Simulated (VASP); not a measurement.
# Be (Im-3m) in VASP: a series of runs

Be is run at these levels: PBE; tasks: single point.

All numbers are computed with VASP 6.6.1; they aren't measurements. Logs are shortened: lines on timing, memory, paths and dates and some standing lists are left out, and cuts for length are marked.

**1. The cell of the first run**

Symmetry: Im-3m, No. 229, cubic system. Conventional cell: a = 3.504 Å, b = 3.504 Å, c = 3.504 Å, α = 90.00°, β = 90.00°, γ = 90.00°. Within 4.0 Å of Be (site symmetry m-3m) lie 14 Be at 3.03 to 3.50 Å.

**2. Single point, PBE (Ba replaced by Be, lengths x 0.668, strained)**

Input file INCAR:

```
SYSTEM = Be
  PREC = Accurate
  ENCUT = 600
  EDIFF = 1E-6
  ISMEAR = 0
  SIGMA = 0.1
  LREAL = .False.
  LASPH = .True.
  NELM = 120
  ALGO = Normal
  ISIF = 2
  LWAVE = .False.
  LCHARG = .True.
  GGA = PE
  LELF = .True.
  LVHAR = .True.
  NBANDS = 7
  GGA_COMPAT = .False.
```

Input file KPOINTS:

```
regular mesh
0
Gamma
  8 8 8
  0 0 0
```

Input file POSCAR:

```
Be
1.0
   -1.7521704651      1.7521704651      1.7521704651
    1.7521704651     -1.7521704651      1.7521704651
    1.7521704651      1.7521704651     -1.7521704651
Be
1
Direct
    0.0000000000      0.0000000000      0.0000000000
```

Potentials or basis: VASP PAW PBE potentials, release 64 (Be).

The run is started by

```bash
$ cat potpaw_PBE.64/Be/POTCAR > POTCAR
$ mpirun -np 1 vasp_std > vasp.out
```

OUTCAR:

```text
SYSTEM = Be
   PREC = Accurate
   ENCUT = 600
   EDIFF = 1E-6
   ISMEAR = 0
   LREAL = .False.
   LASPH = .True.
   NELM = 120
   ISIF = 2
   GGA = PE

 ion  position               nearest neighbor table
   1  0.000  0.000  0.000-

  LATTYP: Found a body centered cubic cell.
 ALAT       =     3.5043409302

  Lattice vectors:

 A1 = (  -1.7521704651,   1.7521704651,   1.7521704651)
 A2 = (   1.7521704651,  -1.7521704651,   1.7521704651)
 A3 = (   1.7521704651,   1.7521704651,  -1.7521704651)

Analysis of symmetry for initial positions (statically):
=====================================================================
 Subroutine PRICEL returns:
 Original cell was already a primitive cell.

 Routine SETGRP: Setting up the symmetry group for a
 body centered cubic supercell.

 Subroutine GETGRP returns: Found 48 space group operations
 (whereof 48 operations were pure point group operations)
 out of a pool of 48 trial point group operations.

The static configuration has the point symmetry O_h .

Analysis of symmetry for dynamics (positions and initial velocities):
=====================================================================
 Subroutine PRICEL returns:
 Original cell was already a primitive cell.

 Routine SETGRP: Setting up the symmetry group for a
 body centered cubic supercell.

 Subroutine GETGRP returns: Found 48 space group operations
 (whereof 48 operations were pure point group operations)
 out of a pool of 48 trial point group operations.

The dynamic configuration has the point symmetry O_h .

 Subroutine INISYM returns: Found 48 space group operations
 (whereof 48 operations are pure point group operations),
 and found     1 'primitive' translations

----------------------------------------------------------------------------------------

                                     Primitive cell

  volume of cell :      21.5174

  direct lattice vectors                    reciprocal lattice vectors
    -1.752170465  1.752170465  1.752170465     0.000000000  0.285360363  0.285360363
     1.752170465 -1.752170465  1.752170465     0.285360363  0.000000000  0.285360363
     1.752170465  1.752170465 -1.752170465     0.285360363  0.285360363  0.000000000

  length of vectors
     3.034848269  3.034848269  3.034848269     0.403560496  0.403560496  0.403560496

  position of ions in fractional coordinates (direct lattice)
     0.000000000  0.000000000  0.000000000

  ion indices of the primitive-cell ions
   primitive index   ion index
                 1           1

----------------------------------------------------------------------------------------

 KPOINTS: regular mesh

Automatic generation of k-mesh.
 Grid dimensions read from file:
 generate k-points for:    8    8    8

 Generating k-lattice:

  Cartesian coordinates                     Fractional coordinates (reciprocal lattice)
     0.000000000  0.035670045  0.035670045     0.125000000  0.000000000  0.000000000
     0.035670045  0.000000000  0.035670045     0.000000000  0.125000000  0.000000000
     0.035670045  0.035670045  0.000000000     0.000000000  0.000000000  0.125000000

  Length of vectors
     0.050445062  0.050445062  0.050445062

  Shift w.r.t. Gamma in fractional coordinates (k-lattice)
     0.000000000  0.000000000  0.000000000

 Subroutine IBZKPT returns following result:
 ===========================================

 Found     29 irreducible k-points:

 Following reciprocal coordinates:
            Coordinates               Weight
  0.000000  0.000000  0.000000      1.000000
  0.125000  0.000000  0.000000     12.000000
  0.250000  0.000000  0.000000     12.000000
  0.375000  0.000000  0.000000     12.000000
  0.500000  0.000000  0.000000      6.000000
  0.125000  0.125000  0.000000     24.000000
[... 16 lines left out ...]
 -0.250000  0.250000  0.250000      6.000000
 -0.375000  0.375000  0.250000     24.000000
 [... further k-points ...]
   k-points           NKPTS =     29   k-points in BZ     NKDIM =     29   number of bands    NBANDS=      7
   number of dos      NEDOS =    301   number of ions     NIONS =      1
   total plane-waves  NPLWV =  13824
   dimension x,y,z NGX =    24 NGY =   24 NGZ =   24
   dimension x,y,z NGXF=    48 NGYF=   48 NGZF=   48
   ions per type =               1
   NGX,Y,Z   is equivalent  to a cutoff of  13.15, 13.15, 13.15 a.u.
   NGXF,Y,Z  is equivalent  to a cutoff of  26.29, 26.29, 26.29 a.u.
 SYSTEM =  Be
   PREC   = accura    normal or accurate (medium, high low for compatibility)
   ISTART =      0    job   : 0-new  1-cont  2-samecut
   ICHARG =      2    charge: 1-file 2-atom 10-const
   ISPIN  =      1    spin polarized calculation?
   LNONCOLLINEAR =      F non collinear calculations
   LSORBIT =      F    spin-orbit coupling
   LASPH  =      T    aspherical Exc in radial PAW
   ENCUT  =  600.0 eV  44.10 Ry    6.64 a.u.   6.06  6.06  6.06*2*pi/ulx,y,z
   NELM   =    120;   NELMIN=  2; NELMDL= -5     # of ELM steps
   EDIFF  = 0.1E-05   stopping-criterion for ELM
   LREAL  =      F    real-space projection
   EDIFFG = 0.1E-04   stopping-criterion for IOM
   NSW    =      0    number of steps for IOM
   IBRION =     -1    ionic relax: 0-MD 1-quasi-New 2-CG
   NFREE  =      0    steps in history (QN), initial steepest desc. (CG)
   ISIF   =      2    stress and relaxation
   ISYM   =      2    0-nonsym 1-usesym 2-fastsym
   POTIM  = 0.5000    time-step for ionic-motion
   TEBEG  =    0.0;   TEEND  =   0.0 temperature during run
   PSTRESS=    0.0 pullay stress
   NELECT =       2.0000    total number of electrons
   NUPDOWN=      -1.0000    fix difference up-down
   EMIN   =  10.00;   EMAX   =-10.00  energy-range for DOS
   EFERMI =   0.00;   METHOD = LEGACY
   ISMEAR =     0;   SIGMA  =   0.10  broadening in eV -4-tet -1-fermi 0-gaus
   EFERMI_NEDOS =   21; number of points for ismear=-14 and -15
   IALGO  =     38    algorithm
   IMIX   =      4    mixing-type and parameters
     AMIX     =   0.40;   BMIX     =  1.00
     AMIX_MAG =   1.60;   BMIX_MAG =  1.00
  volume/ion in A,a.u.               =      21.52       145.21
  Fermi-wavevector in a.u.,A,eV,Ry     =   0.741575  1.401374  7.482301  0.549934
  Thomas-Fermi vector in A             =   1.836249
   LORBIT       =      0    0 simple, 1 ext, 2 COOP (PROOUT), +10 PAW based schemes
   GGA     = PE    functional components
   LHFCALC =     F    Hartree Fock is set to
   AEXX    =    0.0000 exact exchange contribution
   IVDW    =     0    specifies the selected vdW correction
   LEPSILON=     F    determine dielectric tensor
   LRPA    =     F    only Hartree local field effects (RPA)
 non-spin polarized calculation
 Gauss-broadening in eV      SIGMA  =   0.10
  energy-cutoff  :      600.00
  volume of cell :       21.52
 maximum number of plane-waves:       736
   NGX = 13   NGY = 13   NGZ = 13

 number of electron       2.0000000 magnetization

 Free energy of the ion-electron system (eV)
  ---------------------------------------------------
  ext. energy  EPLUGINS =         0.00000000
  ---------------------------------------------------
  free energy    TOTEN  =        -1.81800749 eV

  energy without entropy =       -1.81538444  energy(sigma->0) =       -1.81669596

 E-fermi :   0.7567     XC(G=0):  -7.7350

 val. band max:        0.7209559112   @ k =   0.5000   0.5000   0.2500
 cond. band min:       0.9606849245   @ k =   0.3750   0.2500  -0.0000
 fundamental gap:      0.2397290133
 Fermi energy:         0.7567259235

 k-point     1 :       0.0000    0.0000    0.0000
  band No.  band energies     occupation
      1      -5.5155      2.00000
      2       9.6097      0.00000
      3       9.6097      0.00000
      4       9.6097      0.00000
      5      18.0269      0.00000
      6      18.0269      0.00000
      7      18.0269      0.00000

 k-point     2 :       0.1250    0.0000    0.0000
  band No.  band energies     occupation
      1      -5.1846      2.00000
      2       8.5230      0.00000
      3       9.0067      0.00000
      4       9.4510      0.00000
      5      15.9665      0.00000
      6      16.3466      0.00000
      7      18.6424      0.00000

 k-point     3 :       0.2500    0.0000    0.0000
  band No.  band energies     occupation
      1      -4.1943      2.00000
      2       5.7720      0.00000
      3       7.9198      0.00000
      4       9.0544      0.00000
      5      14.2823      0.00000
      6      14.5469      0.00000
      7      18.5077      0.00000

 k-point     4 :       0.3750    0.0000    0.0000
  band No.  band energies     occupation
      1      -2.5593      2.00000
      2       2.6215      0.00000
      3       7.1020      0.00000
      4       8.6565      0.00000
      5      13.4328      0.00000
      6      13.6392      0.00000
      7      19.4083      0.00000

 k-point     5 :       0.5000    0.0000    0.0000
  band No.  band energies     occupation
      1      -0.6420      2.00000
      2       0.1453      2.00000
      3       6.8105      0.00000
      4       8.4946      0.00000
      5      13.0587      0.00000
      6      13.4767      0.00000
      7      20.2737      0.00000
[... 161 lines left out ...]
 k-point    22 :       0.2500    0.2500    0.2500
  band No.  band energies     occupation
      1       2.2078      0.00000
      2       2.2078      0.00000
      3       2.2078      0.00000
      4       2.5116      0.00000
      5      18.7316      0.00000
      6      18.7316      0.00000
      7      18.7316      0.00000

 k-point    23 :      -0.2500    0.2500    0.2500
  band No.  band energies     occupation
      1      -2.8824      2.00000
      2       5.8596      0.00000
      3       5.8596      0.00000
      4       7.2586      0.00000
      5      10.9829      0.00000
      6      18.0050      0.00000
      7      18.3540      0.00000

 k-point    24 :      -0.3750    0.3750    0.2500
  band No.  band energies     occupation
      1      -1.2640      2.00000
      2       3.6173      0.00000
      3       4.9477      0.00000
      4       7.1840      0.00000
      5      10.5829      0.00000
      6      15.1479      0.00000
      7      18.2831      0.00000

 [... further k-points ...]

------------------------ aborting loop because EDIFF is reached ----------------------------------------

  FORCE on cell =-STRESS in cart. coord.  units (eV):
  Direction    XX          YY          ZZ          XY          YZ          ZX
  --------------------------------------------------------------------------------------
  -------------------------------------------------------------------------------------
  Total       -2.6862241     -2.6862241     -2.6862241      0.0000000      0.0000000     -0.0000000
  in kB     -200.0155551   -200.0155551   -200.0155551      0.0000000      0.0000000     -0.0000000
  external PRESSURE =    -200.0155551 kB  Pullay stress =       0.0000000 kB

 VOLUME and BASIS-vectors are now :
 -----------------------------------------------------------------------------
  energy-cutoff  :      600.00
  volume of cell :       21.52
      direct lattice vectors                 reciprocal lattice vectors
    -1.752170465  1.752170465  1.752170465     0.000000000  0.285360363  0.285360363
     1.752170465 -1.752170465  1.752170465     0.285360363  0.000000000  0.285360363
     1.752170465  1.752170465 -1.752170465     0.285360363  0.285360363  0.000000000

 POSITION                                       TOTAL-FORCE (eV/Angst)
 -----------------------------------------------------------------------------------
      0.00000      0.00000      0.00000        -0.000000     -0.000000     -0.000000
 -----------------------------------------------------------------------------------
    total drift:                               -0.000000     -0.000000      0.000000

  FREE ENERGIE OF THE ION-ELECTRON SYSTEM (eV)
  ---------------------------------------------------
  free  energy   TOTEN  =        -1.8180074896 eV

  energy  without entropy=       -1.8153844387  energy(sigma->0) =       -1.81669596
```

Wall time 7.2 s (1 thread of AMD EPYC 7R43 (Zen 3), shared host); peak memory 0.09 GiB.

Results:

* Free energy: -1.8180 eV
* Pressure: -20.0 GPa
* Band gap on the k mesh: zero (band 1 reaches 3.36 eV, above the bottom of band 2 at 0.15 eV)

Levels at points of the mesh, in eV from the Fermi level:
```
           k point  band 1  band 2  band 3  band 4  band 5  band 6
(0.00, 0.00, 0.00)   -6.27    8.85    8.85    8.85   17.27   17.27
(0.50, 0.00, 0.00)   -1.40   -0.61    6.05    7.74   12.30   12.72
(0.50, 0.50, 0.50)    2.61    2.61    2.61    4.87    7.17    7.17
```

Caveat: the cell differs from its parent crystal (Ba replaced by Be, lengths x 0.668, strained).

**3. Single point, PBE (Ba replaced by Be, lengths x 0.668, strained)**

Input file INCAR:

```
SYSTEM = Be
PREC = Accurate
ENCUT = 600
EDIFF = 1E-6
ISMEAR = 0
SIGMA = 0.1
LREAL = .FALSE.
LASPH = .TRUE.
NELM = 120
ALGO = Normal
ISIF = 2
LWAVE = .FALSE.
LCHARG = .FALSE.
GGA = PE
NBANDS = 7
GGA_COMPAT = .FALSE.
```

Input file KPOINTS:

```
regular mesh
0
G
  16 16 16
  0 0 0
```

POSCAR is that of step 2.

Potentials or basis: VASP PAW PBE potentials, release 64 (Be).

The run is started by

```bash
$ cat potpaw_PBE.64/Be/POTCAR > POTCAR
$ mpirun -np 1 vasp_std > vasp.out
```

OUTCAR:

```text
SYSTEM = Be
   PREC = Accurate
   ENCUT = 600
   EDIFF = 1E-6
   ISMEAR = 0
   LREAL = .FALSE.
   LASPH = .TRUE.
   NELM = 120
   ISIF = 2
   GGA = PE

 ion  position               nearest neighbor table
   1  0.000  0.000  0.000-

  LATTYP: Found a body centered cubic cell.
 ALAT       =     3.5043409302

  Lattice vectors:

 A1 = (  -1.7521704651,   1.7521704651,   1.7521704651)
 A2 = (   1.7521704651,  -1.7521704651,   1.7521704651)
 A3 = (   1.7521704651,   1.7521704651,  -1.7521704651)
[... 418 lines left out ...]
      7      19.3320      0.00000

 [... further k-points ...]

------------------------ aborting loop because EDIFF is reached ----------------------------------------

  FORCE on cell =-STRESS in cart. coord.  units (eV):
  Direction    XX          YY          ZZ          XY          YZ          ZX
  --------------------------------------------------------------------------------------
  -------------------------------------------------------------------------------------
  Total       -2.6122678     -2.6122678     -2.6122678      0.0000000      0.0000000      0.0000000
  in kB     -194.5087854   -194.5087854   -194.5087854      0.0000000      0.0000000      0.0000000
  external PRESSURE =    -194.5087854 kB  Pullay stress =       0.0000000 kB

 VOLUME and BASIS-vectors are now :
 -----------------------------------------------------------------------------
  energy-cutoff  :      600.00
  volume of cell :       21.52
      direct lattice vectors                 reciprocal lattice vectors
    -1.752170465  1.752170465  1.752170465     0.000000000  0.285360363  0.285360363
     1.752170465 -1.752170465  1.752170465     0.285360363  0.000000000  0.285360363
     1.752170465  1.752170465 -1.752170465     0.285360363  0.285360363  0.000000000

 POSITION                                       TOTAL-FORCE (eV/Angst)
 -----------------------------------------------------------------------------------
      0.00000      0.00000      0.00000         0.000000      0.000000     -0.000000
 -----------------------------------------------------------------------------------
    total drift:                               -0.000000     -0.000000      0.000000

  FREE ENERGIE OF THE ION-ELECTRON SYSTEM (eV)
  ---------------------------------------------------
  free  energy   TOTEN  =        -1.8243176688 eV

  energy  without entropy=       -1.8217970896  energy(sigma->0) =       -1.82305738
```

stdout:

```text
POSCAR found type information on POSCAR Be
 POSCAR found :  1 types and       1 ions
 scaLAPACK will be used
 LDA part: xc-table for (Slater+PW92), standard interpolation
 POSCAR, INCAR and KPOINTS ok, starting setup
 FFT: planning ... GRIDC
 FFT: planning ... GRID_SOFT
 FFT: planning ... GRID
 WAVECAR not read
 entering main loop
```

Run time: 19 s. Hardware: 1 thread of AMD EPYC 7R43 (Zen 3), shared host; peak memory 0.11 GiB.

Results:

```
Free energy            : -1.8243 eV
Pressure               : -19.5 GPa
Band gap on the k mesh : zero (band 1 reaches 3.37 eV, above the bottom of band 2 at 0.15 eV)
```

Levels at points of the mesh, in eV from the Fermi level:
| k point | band 1 | band 2 | band 3 | band 4 | band 5 | band 6 |
| --- | --- | --- | --- | --- | --- | --- |
| (0.00, 0.00, 0.00) | -6.41 | 8.71 | 8.71 | 8.71 | 17.13 | 17.13 |
| (0.50, 0.00, 0.00) | -1.54 | -0.75 | 5.91 | 7.60 | 12.16 | 12.58 |
| (0.50, 0.50, 0.50) | 2.47 | 2.47 | 2.47 | 4.72 | 7.03 | 7.03 |

Caveat: the cell differs from its parent crystal (Ba replaced by Be, lengths x 0.668, strained).
